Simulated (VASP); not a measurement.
Here is a VASP 6.6.1 calculation.

INCAR

```
PREC = Accurate ; ENCUT = 750
EDIFF = 1E-7 ; ISMEAR = 0
SIGMA = 0.1 ; LREAL = False
LASPH = True ; NELM = 120
ALGO = Normal ; ISIF = 3
LWAVE = False ; LCHARG = False
GGA = PE ; IBRION = 2
NSW = 90 ; EDIFFG = -0.04
GGA_COMPAT = False ; NELMIN = 4
```

KPOINTS

```
Automatic mesh
0
Gamma
  4 6 6
```

The input POSCAR:

```
LiH5
1.0
    7.4657506000      0.0000000000      0.0000000000
    0.0000000000      2.3554272900      1.6615168800
    0.0000000000     -2.3554272900      1.6615168800
Li H
1 5
Direct
    0.5000000000      0.6348412100      0.6348412100
    0.1059716100      0.1093144300      0.5883037700
    0.8940283900      0.5883037700      0.1093144300
    0.1059716100      0.5883037700      0.1093144300
    0.8940283900      0.1093144300      0.5883037700
    0.0000000000      0.7028094300      0.7028094300
```

Potentials or basis: VASP PAW PBE potentials, release 64 (Li_sv, H).

The run is started by

```console
$ cat potpaw_PBE.64/Li_sv/POTCAR potpaw_PBE.64/H/POTCAR > POTCAR
$ mpirun -np 1 vasp_std > vasp.out
```

Problem. What does it give for the space group after relaxing (to 0.1 Å)?

Solution. Amm2 (No. 38).

Problem. Estimate the band gap on the k mesh.

Solution. Zero (bands 4 and 5 overlap by 2.64 eV).

Problem. Estimate the relaxed cell.

Solution. a = 3.835 Å, b = 3.910 Å, c = 3.910 Å, α = 147.53°, β = 90.00°, γ = 90.00°.

Problem. What does it give for the relaxed volume?

Solution. 5.25 Å³/atom.

Forces in eV/Å, atoms in the order of the input:
```
Li   0.000  0.000  0.037
H    0.003 -0.031 -0.006
H   -0.003  0.031 -0.006
H    0.003  0.031 -0.006
H   -0.003 -0.031 -0.006
H    0.000  0.000 -0.014
```

Caveat: the k points lie up to 0.50 Å⁻¹ apart in the final cell, too coarse for converged energies and pressures of a metal; the volume moved by over 15 % at a fixed basis, so the end points are rough.
